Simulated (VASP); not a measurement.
Here is a VASP 6.6.1 calculation.

Contents of INCAR:

```
SYSTEM = Ta
PREC     = Accurate       ! precision mode
ENCUT    = 520            ! plane-wave cutoff, eV
EDIFF    = 1E-7           ! SCF threshold, eV
ISMEAR   = -1             ! smearing method
SIGMA    = 0.05           ! smearing width, eV
LREAL    = .False.        ! projectors in reciprocal space
LASPH    = .True.         ! aspherical terms in the spheres
NELM     = 60             ! most SCF steps
ALGO     = Normal         ! electronic algorithm
ISIF     = 2              ! what is computed and relaxed
LWAVE    = .False.        ! write WAVECAR
LCHARG   = .False.        ! write CHGCAR
GGA      = PE             ! functional
NBANDS   = 12             ! bands
```

File KPOINTS:

```
Automatic mesh
0
Gamma
  11 11 11
  0 0 0
```

Contents of POSCAR:

```
Ta
1.0
   -1.6512800000      1.6512800000      1.6512800000
    1.6512800000     -1.6512800000      1.6512800000
    1.6512800000      1.6512800000     -1.6512800000
Ta
1
Direct
    0.0000000000      0.0000000000      0.0000000000
```

Potentials or basis: VASP PAW PBE potentials, release 64 (Ta_pv).

Launch:

```bash
$ cat potpaw_PBE.64/Ta_pv/POTCAR > POTCAR
$ mpirun -np 1 vasp_std > vasp.out
```

(1) Predict the pressure.

Results:

(1) 2.7 GPa.
